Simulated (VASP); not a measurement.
Cu: relaxation of cell and atoms with PBE

Crystal: Cu.

```
Cu
1.0
     2.54558    0.00000    0.00000
     0.00000    2.54558    0.00000
     0.00000    0.00000    3.60000
Cu
2
Direct
  0.00000 0.00000 0.00000
  0.50000 0.50000 0.50000
```

```json
{
  "Program": "VASP 6.6.1",
  "Task": "relaxation of cell and atoms",
  "Functional": "PBE",
  "Potentials or basis": "VASP PAW PBE potentials, release 64 (Cu)",
  "Cutoff": "600 eV",
  "k mesh": "16 × 16 × 12",
  "Occupations": "methfessel-paxton, width 0.1 eV",
  "Spin": "no spin polarisation",
  "Dipole correction": "no",
  "Further INCAR settings": "ALGO = Fast; EDIFF = 1e-07; IBRION = 2; EDIFFG = -0.005; NSW = 80; ISIF = 3"
}
```

```yaml
Relaxed_volume: 12.01 Å³/atom
Relaxed_cell: a = 2.575 Å, b = 2.575 Å, c = 3.621 Å, α = 90.00°, β = 90.00°, γ = 90.00°
Space_group_after_relaxing_to_0.1_Å: Fm-3m (No. 225)
Energy_gained_by_relaxing: 4.5 meV/atom
Ionic_steps: 11
Pressure_after_relaxing: 0.0 GPa
Band_gap_on_the_k_mesh: zero (bands 11 and 12 overlap by 8.06 eV)
```

The path:
| step | energy change (eV) | largest force (eV/Å) | pressure (GPa) | volume (Å³) |
| --- | --- | --- | --- | --- |
| 1 | 0.0000 | 0.0000 | 4.30 | 23.33 |
| 2 | -0.0062 | 0.0000 | -2.27 | 24.40 |
| 3 | -0.0088 | 0.0000 | 0.01 | 24.01 |
| 4 | -0.0088 | 0.0000 | -0.06 | 24.03 |
| 5 | -0.0089 | 0.0000 | -0.23 | 24.03 |
| 6 | -0.0089 | 0.0000 | -0.44 | 24.03 |
| 7 | -0.0089 | 0.0000 | -0.10 | 24.02 |
| 8 | -0.0089 | 0.0000 | -0.07 | 24.02 |
| 9 | -0.0089 | 0.0000 | -0.07 | 24.02 |
| 10 | -0.0089 | 0.0000 | 0.26 | 24.01 |
| 11 | -0.0089 | 0.0000 | 0.03 | 24.02 |

Final structure:
```yaml
crystal:
  lattice:
    - [2.57518, 0.00000, 0.00000]
    - [0.00000, 2.57518, 0.00000]
    - [0.00000, 0.00000, 3.62143]
  atoms:
    - { symbol: Cu, position: [0.00000, 0.00000, 0.00000] }
    - { symbol: Cu, position: [0.50000, 0.50000, 0.50000] }
```

Levels at points of the mesh, in eV from the Fermi level:
```tsv
k point	band 9	band 10	band 11	band 12	band 13	band 14
(0.00, 0.00, 0.00)	-1.62	-1.46	-1.46	1.61	7.11	12.88
(0.50, 0.00, 0.00)	-2.16	-2.16	-0.32	-0.32	9.67	9.67
(0.50, 0.50, 0.00)	-1.46	-1.46	1.49	1.49	6.97	6.97
(0.00, 0.00, 0.50)	-2.32	-2.32	-1.90	-1.90	16.88	16.88
(0.50, 0.00, 0.50)	-1.60	-1.60	-0.94	-0.94	3.69	3.69
(0.50, 0.50, 0.50)	-1.47	-1.47	6.16	6.16	6.16	6.16
```

It took 5.7 min on 1 thread of AMD EPYC 9R45 96-Core Processor (Zen 5) (shared host), peak memory 0.21 GiB.
